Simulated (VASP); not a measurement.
Wanted: the native input for a VASP 6.6.1 run.

* Task: single point
* Functional: r2SCAN
* Potentials or basis: VASP PAW PBE potentials, release 64 (Hf_pv, O)
* Cutoff: 520 eV
* k mesh: 8 × 8 × 8
* Occupations: gaussian, width 0.05 eV
* Spin: no spin polarisation
* Dipole correction: no
* Further INCAR settings: ALGO = Normal; EDIFF = 1e-06; NBANDS = 18

Crystal: HfO2.

```xyz
3
Lattice="0.0000 2.4659 2.4027 2.4659 0.0000 2.4027 2.4659 2.4659 0.0000" Properties=species:S:1:pos:R:3 pbc="T T T"
Hf    0.0000    0.0000    0.0000
O     1.2330    1.2330    1.2014
O     3.6989    3.6989    3.6041
```

This cell differs from its parent crystal: strain -0.025 along x and y, -0.050 along z.

These files were run (other wordings do the same):

POSCAR

```
HfO2
1.0
    0.0000000000      2.4659319631      2.4027029384
    2.4659319631      0.0000000000      2.4027029384
    2.4659319631      2.4659319631      0.0000000000
Hf O
1 2
Direct
    0.0000000000      0.0000000000      0.0000000000
    0.2500000000      0.2500000000      0.2500000000
    0.7500000000      0.7500000000      0.7500000000
```

INCAR.step1

```
SYSTEM = HfO2
ALGO = Normal
EDIFF = 1E-4
ENCUT = 520
GGA = PE
ISMEAR = 0
LASPH = .TRUE.
LCHARG = .FALSE.
LREAL = .FALSE.
LWAVE = .TRUE.
NBANDS = 18
NELM = 60
PREC = Accurate
SIGMA = 0.05
```

INCAR.step2

```
SYSTEM = HfO2
ALGO = Normal
EDIFF = 1E-6
ENCUT = 520
ISIF = 2
ISMEAR = 0
ISTART = 1
LASPH = .TRUE.
LCHARG = .FALSE.
LMIXTAU = .TRUE.
LREAL = .FALSE.
LWAVE = .FALSE.
METAGGA = R2SCAN
NBANDS = 18
NELM = 60
PREC = Accurate
SIGMA = 0.05
```

KPOINTS

```
k-points
0
G
  8 8 8
  0 0 0
```

Potentials or basis: VASP PAW PBE potentials, release 64 (Hf_pv, O).

Run with:

```console
$ cat potpaw_PBE.64/Hf_pv/POTCAR potpaw_PBE.64/O/POTCAR > POTCAR
$ cp INCAR.step1 INCAR
$ mpirun -np 1 vasp_std > vasp.out
$ cp INCAR.step2 INCAR
$ mpirun -np 1 vasp_std > vasp.out
```

Results of the run:

```yaml
Pressure: 29.3 GPa
Band_gap_on_the_k_mesh: 4.29 eV, indirect (least direct gap 4.38 eV)
```

Caveat: the cell differs from its parent crystal (strain -0.025 along x and y, -0.050 along z); the PAW data sets were made with another functional, which shifts forces and pressure a little; spin-orbit coupling is left out, which moves the levels of the heavy elements.

Run time: 57 s on 1 thread of Intel(R) Xeon(R) 6975P-C (Granite Rapids), with other jobs on the host, peak memory 0.18 GiB.
